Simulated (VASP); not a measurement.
# NiO (Fm-3m) in VASP: further runs

Runs on NiO. Level: PBE. Tasks: single point, relaxation of cell and atoms.

Everything below comes from runs of VASP 6.6.1. Logs are shortened: lines on timing, memory, paths and dates and some standing lists are left out, and cuts for length are marked.

**What was measured.**

“Local correlations, non-local screening, multiplets, and band formation in NiO”, 2012, arxiv:1210.6675 quotes, for a bulk crystal of NiO: band gap 4.3 eV.

How close the calculation comes is told below.

**1. The cell of the first run**

The structure is cubic, space group Fm-3m (No. 225). Conventional cell: a = 4.201 Å, b = 4.201 Å, c = 4.201 Å, α = 90.00°, β = 90.00°, γ = 90.00°. Ni (site symmetry m-3m) has 6 O at 2.10 Å within 2.8 Å. Within 2.8 Å of O (site symmetry m-3m) lie 6 Ni at 2.10 Å.

**2. Single point, PBE, collinear spin, ferromagnetic start**

Contents of INCAR:

```
SYSTEM = NiO
PREC = Accurate
ENCUT = 520
EDIFF = 1E-6
ISMEAR = -1
SIGMA = 0.05
LREAL = .FALSE.
LASPH = .TRUE.
NELM = 150
ALGO = Normal
ISIF = 2
LWAVE = .FALSE.
LCHARG = .FALSE.
ISPIN = 2
MAGMOM = 1 0
LORBIT = 11
LMAXMIX = 4
GGA = PE
NBANDS = 19
```

Contents of KPOINTS:

```
regular mesh
0
G
  11 11 11
  0 0 0
```

Contents of POSCAR:

```
NiO
1.0
    0.0000000000      2.1003758225      2.1003758225
    2.1003758225      0.0000000000      2.1003758225
    2.1003758225      2.1003758225      0.0000000000
Ni O
1 1
Direct
    0.0000000000      0.0000000000      0.0000000000
    0.5000000000      0.5000000000      0.5000000000
```

Potentials or basis: VASP PAW PBE potentials, release 64 (Ni, O).

Command:

```
$ cat potpaw_PBE.64/Ni/POTCAR potpaw_PBE.64/O/POTCAR > POTCAR
$ mpirun -np 1 vasp_std > vasp.out
```

OUTCAR:

```text
SYSTEM = NiO
   PREC = Accurate
   ENCUT = 520
   EDIFF = 1E-6
   ISMEAR = -1
   LREAL = .FALSE.
   LASPH = .TRUE.
   NELM = 150
   ISIF = 2
   ISPIN = 2
   LORBIT = 11
   GGA = PE

 ion  position               nearest neighbor table
   1  0.000  0.000  0.000-   2 2.10   2 2.10   2 2.10   2 2.10   2 2.10   2 2.10
   2  0.500  0.500  0.500-   1 2.10   1 2.10   1 2.10   1 2.10   1 2.10   1 2.10

  LATTYP: Found a face centered cubic cell.
 ALAT       =     4.2007516450

  Lattice vectors:

 A1 = (   0.0000000000,   2.1003758225,   2.1003758225)
 A2 = (   2.1003758225,   0.0000000000,   2.1003758225)
 A3 = (   2.1003758225,   2.1003758225,   0.0000000000)

Analysis of symmetry for initial positions (statically):
=====================================================================
 Subroutine PRICEL returns:
 Original cell was already a primitive cell.

 Routine SETGRP: Setting up the symmetry group for a
 face centered cubic supercell.

 Subroutine GETGRP returns: Found 48 space group operations
 (whereof 48 operations were pure point group operations)
 out of a pool of 48 trial point group operations.

The static configuration has the point symmetry O_h .

Analysis of symmetry for dynamics (positions and initial velocities):
=====================================================================
 Subroutine PRICEL returns:
 Original cell was already a primitive cell.

 Routine SETGRP: Setting up the symmetry group for a
 face centered cubic supercell.

 Subroutine GETGRP returns: Found 48 space group operations
 (whereof 48 operations were pure point group operations)
 out of a pool of 48 trial point group operations.

The dynamic configuration has the point symmetry O_h .

Analysis of structural, dynamic, and magnetic symmetry:
=====================================================================
 Subroutine PRICEL returns:
 Original cell was already a primitive cell.

 Routine SETGRP: Setting up the symmetry group for a
 face centered cubic supercell.

 Subroutine GETGRP returns: Found 48 space group operations
 (whereof 48 operations were pure point group operations)
 out of a pool of 48 trial point group operations.

The overall configuration has the point symmetry O_h .

 Subroutine INISYM returns: Found 48 space group operations
 (whereof 48 operations are pure point group operations),
 and found     1 'primitive' translations

[... 110 lines left out ...]
   EFERMI_NEDOS =   21; number of points for ismear=-14 and -15
   IALGO  =     38    algorithm
   IMIX   =      4    mixing-type and parameters
     AMIX     =   0.40;   BMIX     =  1.00
     AMIX_MAG =   1.60;   BMIX_MAG =  1.00
  volume/ion in A,a.u.               =       9.27        62.53
  Fermi-wavevector in a.u.,A,eV,Ry     =   1.558863  2.945823 33.062870  2.430052
  Thomas-Fermi vector in A             =   2.662305
   LORBIT       =     11    0 simple, 1 ext, 2 COOP (PROOUT), +10 PAW based schemes
   GGA     = PE    functional components
   LHFCALC =     F    Hartree Fock is set to
   AEXX    =    0.0000 exact exchange contribution
   IVDW    =     0    specifies the selected vdW correction
   LEPSILON=     F    determine dielectric tensor
   LRPA    =     F    only Hartree local field effects (RPA)
 spin polarized calculation
  energy-cutoff  :      520.00
  volume of cell :       18.53
 maximum number of plane-waves:       531
 NGX is ok and might be reduce to    24
   NGX = 11   NGY = 11   NGZ = 11

 number of electron      16.0000011 magnetization       1.7459953

 Free energy of the ion-electron system (eV)
  ---------------------------------------------------
  ext. energy  EPLUGINS =         0.00000000
  ---------------------------------------------------
  free energy    TOTEN  =       -11.48202379 eV

  energy without entropy =      -11.47155610  energy(sigma->0) =      -11.47678995

 E-fermi :   7.6265     XC(G=0): -12.5782

 val. band max:        7.5984422864   @ k =   0.0909   0.0909   0.0000
 cond. band min:       7.6275002463   @ k =   0.3636   0.2727   0.0909
 fundamental gap:      0.0290579599
 Fermi energy:         7.6265143940

 spin component 1

 k-point     1 :       0.0000    0.0000    0.0000
  band No.  band energies     occupation
      1     -12.5572      1.00000
      2       4.5377      1.00000
      3       4.5377      1.00000
      4       4.7248      1.00000
      5       4.7248      1.00000
      6       4.7248      1.00000
[... 517 lines left out ...]
     18      38.2724      0.00000
     19      39.4140      0.00000

 [... further k-points ...]

 spin component 2

 k-point     1 :       0.0000    0.0000    0.0000
  band No.  band energies     occupation
      1     -12.1222      1.00000
      2       5.2266      1.00000
      3       5.2266      1.00000
      4       5.2266      1.00000
      5       5.8412      1.00000
      6       5.8414      1.00000
[... 517 lines left out ...]
     18      38.6800      0.00000
     19      39.6005      0.00000

 [... further k-points ...]
[... 5 lines left out ...]
  --------------------------------------------------------------------------------------
  -------------------------------------------------------------------------------------
  Total        0.1660043      0.1660043      0.1660043      0.0000000      0.0000000     -0.0000000
  in kB       14.3518821     14.3518821     14.3518821      0.0000000      0.0000000     -0.0000000
  external PRESSURE =      14.3518821 kB  Pullay stress =       0.0000000 kB

 VOLUME and BASIS-vectors are now :
 -----------------------------------------------------------------------------
  energy-cutoff  :      520.00
  volume of cell :       18.53
      direct lattice vectors                 reciprocal lattice vectors
     0.000000000  2.100375823  2.100375823    -0.238052635  0.238052635  0.238052635
     2.100375823  0.000000000  2.100375823     0.238052635 -0.238052635  0.238052635
     2.100375823  2.100375823  0.000000000     0.238052635  0.238052635 -0.238052635

 POSITION                                       TOTAL-FORCE (eV/Angst)
 -----------------------------------------------------------------------------------
      0.00000      0.00000      0.00000         0.000000      0.000000      0.000000
      2.10038      2.10038      2.10038        -0.000000     -0.000000     -0.000000
 -----------------------------------------------------------------------------------
    total drift:                                0.000000     -0.000000     -0.000000

  FREE ENERGIE OF THE ION-ELECTRON SYSTEM (eV)
  ---------------------------------------------------
  free  energy   TOTEN  =       -11.4820237950 eV

  energy  without entropy=      -11.4715560957  energy(sigma->0) =      -11.47678995

 total charge

# of ion       s       p       d       tot
------------------------------------------
    1        0.326   0.392   8.236   8.954
    2        1.557   3.414   0.000   4.971
--------------------------------------------------
tot          1.883   3.806   8.236  13.925

 magnetization (x)

# of ion       s       p       d       tot
------------------------------------------
    1        0.011   0.015   1.412   1.438
    2        0.027   0.238   0.000   0.265
--------------------------------------------------
tot          0.039   0.253   1.412   1.703
```

stdout:

```text
POSCAR found type information on POSCAR NiO
 POSCAR found :  2 types and       2 ions
 scaLAPACK will be used
 LDA part: xc-table for (Slater+PW92), standard interpolation
 POSCAR, INCAR and KPOINTS ok, starting setup
 FFT: planning ... GRIDC
 FFT: planning ... GRID_SOFT
 FFT: planning ... GRID
 WAVECAR not read
 entering main loop
```

Run time: 30 s. Hardware: 1 thread of Intel Xeon Platinum 8259CL at 2.50GHz (Skylake/Cascade Lake), shared host; peak memory 0.17 GiB.

What came out:

```
Free energy                                           : -11.4820 eV
Pressure                                              : 1.4 GPa
Net moment                                            : 1.75 μB per cell
Site moments                                          : Ni +1.44; O +0.27 μB
Valence electrons inside the program's atomic spheres : Ni 8.95; O 4.97
```

Caveat: a cell with one magnetic atom can't hold antiferromagnetic order, which such compounds often take; semilocal functionals often make such compounds metallic where correlation or magnetic order opens a gap, which also shifts bond lengths.

**3. Single point, PBE, collinear spin, ferromagnetic start**

This run uses another cell than the first one, of 9.37 Å³/atom, 1.012 times its volume.

Contents of INCAR:

```
ALGO     = Normal         # electronic algorithm
EDIFF    = 1E-6           # SCF threshold, eV
ENCUT    = 520            # plane-wave cutoff, eV
GGA      = PE             # functional
ISIF     = 2              # what is computed and relaxed
ISMEAR   = -1             # smearing method
ISPIN    = 2              # spin polarisation
LASPH    = T              # aspherical terms in the spheres
LCHARG   = T              # write CHGCAR
LELF     = T              # ELF
LMAXMIX  = 4              # l up to which the mixer works
LORBIT   = 11             # projections on sites
LREAL    = F              # projectors in reciprocal space
LVHAR    = T            
LWAVE    = F              # write WAVECAR
MAGMOM   = 1 0            # initial moments
NBANDS   = 19             # bands
NELM     = 150            # most SCF steps
PREC     = Accurate       # precision mode
SIGMA    = 0.05           # smearing width, eV
```

Contents of KPOINTS:

```
k-points
0
Gamma
  11 11 11
```

Contents of POSCAR:

```
NiO
1.0
    0.0000000000      2.1084587823      2.1084587823
    2.1084587823      0.0000000000      2.1084587823
    2.1084587823      2.1084587823      0.0000000000
Ni O
1 1
Direct
    0.0000000000      0.0000000000      0.0000000000
    0.5000000000      0.5000000000      0.5000000000
```

Potentials or basis: VASP PAW PBE potentials, release 64 (Ni, O).

Command:

```
$ cat potpaw_PBE.64/Ni/POTCAR potpaw_PBE.64/O/POTCAR > POTCAR
$ mpirun -np 1 vasp_std > vasp.out
```

OUTCAR:

```text
EDIFF = 1E-6
   ENCUT = 520
   GGA = PE
   ISIF = 2
   ISMEAR = -1
   ISPIN = 2
   LASPH = T
   LORBIT = 11
   LREAL = F
   NELM = 150
   PREC = Accurate

 ion  position               nearest neighbor table
   1  0.000  0.000  0.000-   2 2.11   2 2.11   2 2.11   2 2.11   2 2.11   2 2.11
   2  0.500  0.500  0.500-   1 2.11   1 2.11   1 2.11   1 2.11   1 2.11   1 2.11

  LATTYP: Found a face centered cubic cell.
 ALAT       =     4.2169175646

  Lattice vectors:

 A1 = (   0.0000000000,   2.1084587823,   2.1084587823)
 A2 = (   2.1084587823,   0.0000000000,   2.1084587823)
 A3 = (   2.1084587823,   2.1084587823,   0.0000000000)

[... 1269 lines left out ...]
 VOLUME and BASIS-vectors are now :
 -----------------------------------------------------------------------------
  energy-cutoff  :      520.00
  volume of cell :       18.75
      direct lattice vectors                 reciprocal lattice vectors
     0.000000000  2.108458782  2.108458782    -0.237140040  0.237140040  0.237140040
     2.108458782  0.000000000  2.108458782     0.237140040 -0.237140040  0.237140040
     2.108458782  2.108458782  0.000000000     0.237140040  0.237140040 -0.237140040

 POSITION                                       TOTAL-FORCE (eV/Angst)
 -----------------------------------------------------------------------------------
      0.00000      0.00000      0.00000         0.000000     -0.000000      0.000000
      2.10846      2.10846      2.10846        -0.000000      0.000000     -0.000000
 -----------------------------------------------------------------------------------
    total drift:                                0.000000     -0.000000     -0.000000

  FREE ENERGIE OF THE ION-ELECTRON SYSTEM (eV)
  ---------------------------------------------------
  free  energy   TOTEN  =       -11.4830485717 eV

  energy  without entropy=      -11.4734148513  energy(sigma->0) =      -11.47823171

 total charge

# of ion       s       p       d       tot
------------------------------------------
    1        0.323   0.383   8.226   8.932
    2        1.556   3.410   0.000   4.966
--------------------------------------------------
tot          1.880   3.793   8.226  13.898

 magnetization (x)

# of ion       s       p       d       tot
------------------------------------------
    1        0.011   0.015   1.435   1.461
    2        0.027   0.245   0.000   0.273
--------------------------------------------------
tot          0.038   0.260   1.435   1.734
```

OSZICAR:

```text
N       E                     dE             d eps       ncg     rms          rms(c)
DAV:   1     0.873825252478E+02    0.87383E+02   -0.69500E+03  4475   0.104E+03
DAV:   2    -0.822143355033E+01   -0.95604E+02   -0.83844E+02  4406   0.237E+02
DAV:   3    -0.136384558824E+02   -0.54170E+01   -0.51328E+01  4907   0.571E+01
DAV:   4    -0.136881731506E+02   -0.49717E-01   -0.49662E-01  4723   0.537E+00
DAV:   5    -0.136889670431E+02   -0.79389E-03   -0.79383E-03  4928   0.676E-01    0.139E+01
DAV:   6    -0.129922002786E+02    0.69677E+00   -0.11884E+01  5593   0.582E+01    0.174E+01
DAV:   7    -0.114990885484E+02    0.14931E+01   -0.52262E+00  5441   0.493E+01    0.584E+00
DAV:   8    -0.114683630760E+02    0.30725E-01   -0.23940E-01  5513   0.843E+00    0.367E+00
DAV:   9    -0.114815414267E+02   -0.13178E-01   -0.50553E-02  6175   0.424E+00    0.124E+00
DAV:  10    -0.114820527515E+02   -0.51132E-03   -0.12355E-02  6105   0.152E+00    0.445E-01
DAV:  11    -0.114831658601E+02   -0.11131E-02   -0.11216E-03  5007   0.413E-01    0.245E-01
DAV:  12    -0.114828530711E+02    0.31279E-03   -0.12994E-03  5702   0.100E+00    0.101E-01
DAV:  13    -0.114829995061E+02   -0.14644E-03   -0.20984E-04  4755   0.147E-01    0.972E-02
DAV:  14    -0.114830414849E+02   -0.41979E-04   -0.73155E-05  5850   0.207E-01    0.237E-02
DAV:  15    -0.114830468927E+02   -0.54079E-05   -0.14512E-05  4828   0.340E-02    0.165E-02
DAV:  16    -0.114830485741E+02   -0.16813E-05   -0.16829E-06  3820   0.364E-02    0.503E-03
DAV:  17    -0.114830485717E+02    0.23699E-08   -0.86130E-07  2471   0.190E-02
   1 F= -.11483049E+02 E0= -.11478232E+02  d E =-.963372E-02  mag=     1.7779
```

It took 32 s on 1 thread of Intel Xeon Platinum 8259CL at 2.50GHz (Skylake/Cascade Lake), shared host; peak memory 0.17 GiB.

What came out:

```yaml
Free_energy: -11.4830 eV
Pressure: -0.4 GPa
Net_moment: 1.78 μB per cell
Site_moments: Ni +1.46; O +0.27 μB
Valence_electrons_inside_the_program's_atomic_spheres: Ni 8.93; O 4.97
```

Caveat: a cell with one magnetic atom can't hold antiferromagnetic order, which such compounds often take; semilocal functionals often make such compounds metallic where correlation or magnetic order opens a gap, which also shifts bond lengths.

(Continued in part 2 of 2.)
